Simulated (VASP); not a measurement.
# NiSb (P6_3/mmc) in VASP: notebook

The runs below take NiSb through single point, with PBEsol.

Everything below comes from runs of VASP 6.6.1. Logs are shortened: lines on timing, memory, paths and dates and some standing lists are left out, and cuts for length are marked.

### Step 1. The cell of the first run

It takes space group P6_3/mmc (No. 194, hexagonal). The conventional cell has a = 3.955 Å, b = 3.955 Å, c = 5.040 Å, α = 90.00°, β = 90.00°, γ = 120.00°. Within 3.3 Å of Ni (site symmetry -3m) lie 2 Ni at 2.52 Å and 6 Sb at 2.61 Å. Sb (site symmetry -6m2) has 6 Ni at 2.61 Å and 6 Sb at 3.40 Å within 3.5 Å.

### Step 2. Single point, PBEsol (biaxial strain in the a-b plane: +1.0 %)

Input file INCAR:

```
SYSTEM = NiSb
PREC = Accurate
ENCUT = 520
EDIFF = 1E-6
ISMEAR = 0
SIGMA = 0.1
LREAL = .False.
LASPH = .True.
NELM = 80
ALGO = Normal
ISIF = 2
LWAVE = .False.
LCHARG = .True.
GGA = PS
LELF = .True.
LVHAR = .True.
NBANDS = 23
```

Input file KPOINTS:

```
Automatic mesh
0
Gamma
  18 18 10
  0 0 0
```

Input file POSCAR:

```
NiSb
1.0
    3.9550973696      0.0000000000      0.0000000000
   -1.9775486848      3.4252147965      0.0000000000
    0.0000000000      0.0000000000      5.0398736177
Ni Sb
2 2
Direct
    0.0000000000      0.0000000000      0.0000000000
    0.0000000000      0.0000000000      0.5000000000
    0.3333333333      0.6666666667      0.2500000000
    0.6666666667      0.3333333333      0.7500000000
```

Potentials or basis: VASP PAW PBE potentials, release 64 (Ni, Sb).

Command:

```bash
> cat potpaw_PBE.64/Ni/POTCAR potpaw_PBE.64/Sb/POTCAR > POTCAR
> mpirun -np 1 vasp_std > vasp.out
```

OUTCAR:

```text
SYSTEM = NiSb
   PREC = Accurate
   ENCUT = 520
   EDIFF = 1E-6
   ISMEAR = 0
   LREAL = .False.
   LASPH = .True.
   NELM = 80
   ISIF = 2
   GGA = PS

 ion  position               nearest neighbor table
   1  0.000  0.000  0.000-   2 2.52   2 2.52   4 2.61   3 2.61   3 2.61   4 2.61   4 2.61   3 2.61

   2  0.000  0.000  0.500-   1 2.52   1 2.52   4 2.61   3 2.61   3 2.61   4 2.61   4 2.61   3 2.61

   3  0.333  0.667  0.250-   1 2.61   2 2.61   1 2.61   2 2.61   1 2.61   2 2.61   4 3.40   4 3.40
                             4 3.40   4 3.40   4 3.40   4 3.40
   4  0.667  0.333  0.750-   1 2.61   2 2.61   1 2.61   2 2.61   1 2.61   2 2.61   3 3.40   3 3.40
                             3 3.40   3 3.40   3 3.40   3 3.40

  LATTYP: Found a hexagonal cell.
 ALAT       =     3.9550973696
 C/A-ratio  =     1.2742729563

  Lattice vectors:

 A1 = (   3.9550973696,   0.0000000000,   0.0000000000)
 A2 = (  -1.9775486848,   3.4252147965,   0.0000000000)
 A3 = (   0.0000000000,   0.0000000000,   5.0398736177)

Analysis of symmetry for initial positions (statically):
=====================================================================
 Subroutine PRICEL returns:
 Original cell was already a primitive cell.

 Routine SETGRP: Setting up the symmetry group for a
 hexagonal supercell.

 Subroutine GETGRP returns: Found 24 space group operations
 (whereof 12 operations were pure point group operations)
 out of a pool of 24 trial point group operations.

The static configuration has the point symmetry D_3d.
 The point group associated with its full space group is D_6h.

Analysis of symmetry for dynamics (positions and initial velocities):
=====================================================================
 Subroutine PRICEL returns:
 Original cell was already a primitive cell.

 Routine SETGRP: Setting up the symmetry group for a
 hexagonal supercell.

 Subroutine GETGRP returns: Found 24 space group operations
 (whereof 12 operations were pure point group operations)
 out of a pool of 24 trial point group operations.

The dynamic configuration has the point symmetry D_3d.
 The point group associated with its full space group is D_6h.

 Subroutine INISYM returns: Found 24 space group operations
 (whereof 12 operations are pure point group operations),
 and found     1 'primitive' translations

----------------------------------------------------------------------------------------

                                     Primitive cell

  volume of cell :      68.2755

  direct lattice vectors                    reciprocal lattice vectors
     3.955097370  0.000000000  0.000000000     0.252838276  0.145976247  0.000000000
    -1.977548685  3.425214797  0.000000000     0.000000000  0.291952493  0.000000000
     0.000000000  0.000000000  5.039873618     0.000000000  0.000000000  0.198417674

  length of vectors
     3.955097370  3.955097370  5.039873618     0.291952493  0.291952493  0.198417674

  position of ions in fractional coordinates (direct lattice)
     0.000000000  0.000000000  0.000000000
     0.000000000  0.000000000  0.500000000
     0.333333333  0.666666667  0.250000000
     0.666666667  0.333333333  0.750000000

  ion indices of the primitive-cell ions
   primitive index   ion index
                 1           1
                 2           2
                 3           3
                 4           4

----------------------------------------------------------------------------------------

 KPOINTS: Automatic mesh

Automatic generation of k-mesh.
 Grid dimensions read from file:
 generate k-points for:   18   18   10

 Generating k-lattice:

  Cartesian coordinates                     Fractional coordinates (reciprocal lattice)
     0.014046571  0.008109791  0.000000000     0.055555556 -0.000000000  0.000000000
     0.000000000  0.016219583  0.000000000     0.000000000  0.055555556  0.000000000
     0.000000000  0.000000000  0.019841767     0.000000000  0.000000000  0.100000000

  Length of vectors
     0.016219583  0.016219583  0.019841767

  Shift w.r.t. Gamma in fractional coordinates (k-lattice)
     0.000000000  0.000000000  0.000000000

 Subroutine IBZKPT returns following result:
 ===========================================

 Found    222 irreducible k-points:

 Following reciprocal coordinates:
            Coordinates               Weight
  0.000000  0.000000  0.000000      1.000000
  0.055556 -0.000000  0.000000      6.000000
  0.111111 -0.000000  0.000000      6.000000
  0.166667  0.000000  0.000000      6.000000
  0.222222  0.000000  0.000000      6.000000
  0.277778  0.000000  0.000000      6.000000
[... 16 lines left out ...]
  0.333333  0.111111  0.000000     12.000000
  0.388889  0.111111  0.000000     12.000000
 [... further k-points ...]
   k-points           NKPTS =    222   k-points in BZ     NKDIM =    222   number of bands    NBANDS=     23
   number of dos      NEDOS =    301   number of ions     NIONS =      4
   total plane-waves  NPLWV =  36000
   dimension x,y,z NGX =    30 NGY =   30 NGZ =   40
   dimension x,y,z NGXF=    60 NGYF=   60 NGZF=   80
   ions per type =               2   2
   NGX,Y,Z   is equivalent  to a cutoff of  12.61, 12.61, 13.19 a.u.
   NGXF,Y,Z  is equivalent  to a cutoff of  25.22, 25.22, 26.39 a.u.
 SYSTEM =  NiSb
   PREC   = accura    normal or accurate (medium, high low for compatibility)
   ISTART =      0    job   : 0-new  1-cont  2-samecut
   ICHARG =      2    charge: 1-file 2-atom 10-const
   ISPIN  =      1    spin polarized calculation?
   LNONCOLLINEAR =      F non collinear calculations
   LSORBIT =      F    spin-orbit coupling
   LASPH  =      T    aspherical Exc in radial PAW
   ENCUT  =  520.0 eV  38.22 Ry    6.18 a.u.   7.35  7.35  9.37*2*pi/ulx,y,z
   NELM   =     80;   NELMIN=  2; NELMDL= -5     # of ELM steps
   EDIFF  = 0.1E-05   stopping-criterion for ELM
   LREAL  =      F    real-space projection
   EDIFFG = 0.1E-04   stopping-criterion for IOM
   NSW    =      0    number of steps for IOM
   IBRION =     -1    ionic relax: 0-MD 1-quasi-New 2-CG
   NFREE  =      0    steps in history (QN), initial steepest desc. (CG)
   ISIF   =      2    stress and relaxation
   ISYM   =      2    0-nonsym 1-usesym 2-fastsym
   POTIM  = 0.5000    time-step for ionic-motion
   TEBEG  =    0.0;   TEEND  =   0.0 temperature during run
   PSTRESS=    0.0 pullay stress
   NELECT =      30.0000    total number of electrons
   NUPDOWN=      -1.0000    fix difference up-down
   EMIN   =  10.00;   EMAX   =-10.00  energy-range for DOS
   EFERMI =   0.00;   METHOD = LEGACY
   ISMEAR =     0;   SIGMA  =   0.10  broadening in eV -4-tet -1-fermi 0-gaus
   EFERMI_NEDOS =   21; number of points for ismear=-14 and -15
   IALGO  =     38    algorithm
   IMIX   =      4    mixing-type and parameters
     AMIX     =   0.40;   BMIX     =  1.00
     AMIX_MAG =   1.60;   BMIX_MAG =  1.00
  volume/ion in A,a.u.               =      17.07       115.19
  Fermi-wavevector in a.u.,A,eV,Ry     =   1.244592  2.351938 21.075553  1.549009
  Thomas-Fermi vector in A             =   2.378852
   LORBIT       =      0    0 simple, 1 ext, 2 COOP (PROOUT), +10 PAW based schemes
   GGA     = PS    functional components
   LHFCALC =     F    Hartree Fock is set to
   AEXX    =    0.0000 exact exchange contribution
   IVDW    =     0    specifies the selected vdW correction
   LEPSILON=     F    determine dielectric tensor
   LRPA    =     F    only Hartree local field effects (RPA)
 non-spin polarized calculation
 Gauss-broadening in eV      SIGMA  =   0.10
  energy-cutoff  :      520.00
  volume of cell :       68.28
 maximum number of plane-waves:      1890
 NGX is ok and might be reduce to    30
   NGX = 15   NGY = 15   NGZ = 19

 number of electron      30.0000021 magnetization

 Free energy of the ion-electron system (eV)
  ---------------------------------------------------
  ext. energy  EPLUGINS =         0.00000000
  ---------------------------------------------------
  free energy    TOTEN  =       -22.67391284 eV

  energy without entropy =      -22.66252628  energy(sigma->0) =      -22.66821956

 E-fermi :   9.9156     XC(G=0): -11.6725

 val. band max:        9.9140614972   @ k =   0.3889   0.0556   0.5000
 cond. band min:       9.9252845036   @ k =   0.0000   0.0000   0.1000
 fundamental gap:      0.0112230064
 Fermi energy:         9.9155879760

 k-point     1 :       0.0000    0.0000    0.0000
  band No.  band energies     occupation
      1      -3.1099      2.00000
      2       1.6326      2.00000
      3       3.7363      2.00000
      4       5.9171      2.00000
      5       5.9171      2.00000
      6       6.6776      2.00000
[... 15 lines left out ...]
     22      16.3214      0.00000
     23      17.8296      0.00000

 k-point     2 :       0.0556   -0.0000    0.0000
  band No.  band energies     occupation
      1      -3.0715      2.00000
      2       1.6266      2.00000
      3       3.7796      2.00000
      4       5.9129      2.00000
      5       5.9255      2.00000
      6       6.6643      2.00000
[... 15 lines left out ...]
     22      16.3757      0.00000
     23      17.4889      0.00000

 k-point     3 :       0.1111   -0.0000    0.0000
  band No.  band energies     occupation
      1      -2.9565      2.00000
      2       1.6055      2.00000
      3       3.9090      2.00000
      4       5.8925      2.00000
      5       5.9504      2.00000
      6       6.6153      2.00000
[... 15 lines left out ...]
     22      16.5490      0.00000
     23      16.9009      0.00000

 k-point     4 :       0.1667    0.0000    0.0000
  band No.  band energies     occupation
      1      -2.7664      2.00000
      2       1.5600      2.00000
      3       4.1222      2.00000
      4       5.8148      2.00000
      5       5.9913      2.00000
      6       6.5092      2.00000
[... 15 lines left out ...]
     22      16.7737      0.00000
     23      16.8663      0.00000

 k-point     5 :       0.2222    0.0000    0.0000
  band No.  band energies     occupation
      1      -2.5039      2.00000
      2       1.4738      2.00000
      3       4.4153      2.00000
      4       5.5680      2.00000
      5       6.0467      2.00000
      6       6.3950      2.00000
[... 15 lines left out ...]
     22      16.3581      0.00000
     23      17.0112      0.00000

 k-point     6 :       0.2778    0.0000    0.0000
  band No.  band energies     occupation
      1      -2.1735      2.00000
      2       1.3239      2.00000
      3       4.7817      2.00000
      4       5.1253      2.00000
      5       6.1135      2.00000
      6       6.3795      2.00000
[... 15 lines left out ...]
     22      15.9965      0.00000
     23      17.4986      0.00000

 k-point     7 :       0.3333    0.0000    0.0000
  band No.  band energies     occupation
      1      -1.7831      2.00000
      2       1.0862      2.00000
      3       4.6532      2.00000
      4       5.2103      2.00000
      5       6.1853      2.00000
      6       6.4429      2.00000
[... 353 lines left out ...]
     22      16.8721      0.00000
     23      17.5471      0.00000

 k-point    21 :       0.2222    0.1111    0.0000
  band No.  band energies     occupation
      1      -2.0653      2.00000
      2       1.2971      2.00000
      3       4.8999      2.00000
      4       5.1622      2.00000
      5       5.9015      2.00000
      6       6.1503      2.00000
[... 15 lines left out ...]
     22      16.9780      0.00000
     23      17.6024      0.00000

 k-point    22 :       0.2778    0.1111    0.0000
  band No.  band energies     occupation
      1      -1.6791      2.00000
      2       1.0760      2.00000
      3       4.6355      2.00000
      4       5.3206      2.00000
      5       5.9257      2.00000
      6       6.1169      2.00000
[... 15 lines left out ...]
     22      17.2139      0.00000
     23      17.6070      0.00000

 k-point    23 :       0.3333    0.1111    0.0000
  band No.  band energies     occupation
      1      -1.2497      2.00000
      2       0.7678      2.00000
      3       4.2139      2.00000
      4       5.7781      2.00000
      5       5.9561      2.00000
      6       6.0899      2.00000
[... 15 lines left out ...]
     22      17.5901      0.00000
     23      18.0063      0.00000

 k-point    24 :       0.3889    0.1111    0.0000
  band No.  band energies     occupation
      1      -0.8161      2.00000
      2       0.4016      2.00000
      3       3.9534      2.00000
      4       5.9822      2.00000
      5       6.0690      2.00000
      6       6.2274      2.00000
[... 15 lines left out ...]
     22      17.5728      0.00000
     23      18.9960      0.00000

 [... further k-points ...]

------------------------ aborting loop because EDIFF is reached ----------------------------------------

  FORCE on cell =-STRESS in cart. coord.  units (eV):
  Direction    XX          YY          ZZ          XY          YZ          ZX
  --------------------------------------------------------------------------------------
  -------------------------------------------------------------------------------------
  Total       -0.9839628     -0.9839628     -0.1519558      0.0000000      0.0000000      0.0000000
  in kB      -23.0900373    -23.0900373     -3.5658515      0.0000000      0.0000000      0.0000000
  external PRESSURE =     -16.5819754 kB  Pullay stress =       0.0000000 kB

 VOLUME and BASIS-vectors are now :
 -----------------------------------------------------------------------------
  energy-cutoff  :      520.00
  volume of cell :       68.28
      direct lattice vectors                 reciprocal lattice vectors
     3.955097370  0.000000000  0.000000000     0.252838276  0.145976247  0.000000000
    -1.977548685  3.425214797  0.000000000     0.000000000  0.291952493  0.000000000
     0.000000000  0.000000000  5.039873618     0.000000000  0.000000000  0.198417674

 POSITION                                       TOTAL-FORCE (eV/Angst)
 -----------------------------------------------------------------------------------
      0.00000      0.00000      0.00000         0.000000      0.000000      0.000000
      0.00000      0.00000      2.51994         0.000000      0.000000      0.000000
     -0.00000      2.28348      1.25997        -0.000000     -0.000000      0.000000
      1.97755      1.14174      3.77991         0.000000      0.000000     -0.000000
 -----------------------------------------------------------------------------------
    total drift:                                0.000000      0.000000     -0.000000

  FREE ENERGIE OF THE ION-ELECTRON SYSTEM (eV)
  ---------------------------------------------------
  free  energy   TOTEN  =       -22.6739128435 eV

  energy  without entropy=      -22.6625262828  energy(sigma->0) =      -22.66821956
```

Wall time 7.6 min (1 thread of Intel Xeon Platinum 8488C (Sapphire Rapids), shared host); peak memory 0.43 GiB.

What came out:

| Quantity | Value |
| --- | --- |
| Free energy | -22.6739 eV |
| Pressure | -1.7 GPa |
| Band gap on the k mesh | zero (bands 15 and 16 overlap by 3.29 eV) |

Caveat: the cell differs from its parent crystal (biaxial strain in the a-b plane: +1.0 %); the PAW data sets were made with another functional, which shifts forces and pressure a little; spin-orbit coupling is left out, which moves the levels of the heavy elements. Spin polarisation is off, so any magnetic state and its effect on volume and gap are missing.

### Step 3. Single point, PBEsol (biaxial strain in the a-b plane: +2.0 %, then relaxed in part)

Input file INCAR:

```
SYSTEM = NiSb
PREC = Accurate ; ENCUT = 520
EDIFF = 1E-7 ; ISMEAR = 0
SIGMA = 0.1 ; LREAL = .FALSE.
LASPH = .TRUE. ; NELM = 80
ALGO = Normal ; ISIF = 2
LWAVE = .FALSE. ; LCHARG = .FALSE.
GGA = PS ; NBANDS = 23
```

Input file KPOINTS:

```
Automatic mesh
0
G
  18 18 10
  0 0 0
```

Input file POSCAR:

```
NiSb
1.0
    3.9942567495      0.0000000000      0.0000000000
   -1.9971283747      3.4591278143      0.0000000000
    0.0000000000      0.0000000000      4.9846998310
Ni Sb
2 2
Direct
    0.0000000000      0.0000000000      0.0000000000
    0.0000000000      0.0000000000      0.5000000000
    0.3333333333      0.6666666667      0.2500000000
    0.6666666667      0.3333333333      0.7500000000
```

Potentials or basis: VASP PAW PBE potentials, release 64 (Ni, Sb).

Command:

```bash
> cat potpaw_PBE.64/Ni/POTCAR potpaw_PBE.64/Sb/POTCAR > POTCAR
> mpirun -np 1 vasp_std > vasp.out
```

Wall time 6 min (1 thread of Intel Xeon Platinum 8488C (Sapphire Rapids), shared host); peak memory 0.43 GiB.

Results (log left out):

```
Free energy            : -22.6476 eV
Pressure               : -2.7 GPa
Band gap on the k mesh : zero (bands 15 and 16 overlap by 3.18 eV)
```

Stress tensor (GPa, compression positive):
```
-4.05  0.00  0.00
 0.00 -4.05  0.00
 0.00  0.00  0.15
```

Levels at points of the mesh, in eV from the Fermi level:
```csv
k point,band 13,band 14,band 15,band 16,band 17,band 18
"(0.00, 0.00, 0.00)",0.15,0.37,0.37,2.26,2.26,2.76
"(0.50, 0.00, 0.00)",-1.56,-1.24,-1.18,-0.42,1.30,3.32
"(0.00, 0.00, 0.50)",0.34,0.34,1.94,1.94,1.94,1.94
"(0.50, 0.00, 0.50)",-1.75,-1.75,0.16,0.16,1.57,1.57
```

Caveat: the cell differs from its parent crystal (biaxial strain in the a-b plane: +2.0 %, then relaxed in part); the PAW data sets were made with another functional, which shifts forces and pressure a little; spin-orbit coupling is left out, which moves the levels of the heavy elements. Spin polarisation is off, so any magnetic state and its effect on volume and gap are missing.
